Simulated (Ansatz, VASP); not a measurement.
# Two plane-wave programs on Br

```
CELL_PARAMETERS angstrom
4.32062 -2.14024 0.00000
4.32062 2.14024 0.00000
0.00000 0.00000 8.70053
ATOMIC_POSITIONS crystal
Br 0.85831 0.14169 0.11838
Br 0.64169 0.35831 0.61838
Br 0.14169 0.85831 0.88162
Br 0.35831 0.64169 0.38162
```

Alike in both runs: functional PBE; k mesh 8 × 8 × 4; occupations gaussian, width 0.02 eV; no spin polarisation.

Ansatz relaxed the structure, and its values are those at the end. VASP's run is a single point on that final structure, the one shown.

|  | VASP | Ansatz |
| --- | --- | --- |
| version | VASP 6.6.1 | Ansatz 0.2.0 |
| potentials or method | VASP PAW PBE potentials, release 64 (Br), cutoff 520 eV | scalar-relativistic, plane waves, PAW |
| valence electrons in the cell | 28 | 28 |

|  | VASP | Ansatz | Ansatz less VASP |
| --- | --- | --- | --- |
| gap on the k mesh at the Fermi level (eV) | 1.38 | 1.38 | -0.002 |
| least direct gap on the mesh (eV) | 1.38 | 1.38 | -0.002 |
| pressure (GPa) | 0.0 | 0.0 | -0.01 |
| rms of the force components (eV/Å) | 0.004 | 0.001 | -0.0029 |
